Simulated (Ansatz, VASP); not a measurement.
TiC: VASP beside Ansatz

```xyz
2
Lattice="-0.1623 2.1640 2.1640 2.1640 -0.1623 2.1640 2.0017 2.0017 0.0000" Properties=species:S:1:pos:R:3 pbc="T T T"
Ti    0.0000    0.0000    0.0000
C     2.0017    2.0017    2.1640
```

Change from the starting cell: strain -0.1500 x Voigt [0, 0, 0, 0, 0, 1], atoms carried along.

Alike in both runs: task single point; functional PBE; k mesh 18 × 18 × 18; occupations gaussian, width 0.15 eV; no spin polarisation.

|  | VASP | Ansatz |
| --- | --- | --- |
| version | VASP 6.6.1 | Ansatz 0.2.0 |
| potentials or method | VASP PAW PBE potentials, release 64 (Ti_sv, C), cutoff 520 eV | scalar-relativistic, plane waves, PAW |
| valence electrons in the cell | 16 | 16 |

Ansatz gave:

* gap on the k mesh at the Fermi level (eV): none
* pressure (GPa): 2.6
* traceless stress, the component that is largest in VASP (GPa): 24.99

Estimate VASP's values.

gap on the k mesh at the Fermi level (eV): none; pressure (GPa): 2.7; traceless stress, the component that is largest in VASP (GPa): 24.88.

A gap of «none» marks a metal or a gap that the smearing closes. With one functional, cell and mesh, what is left measures potentials, basis and numerics.
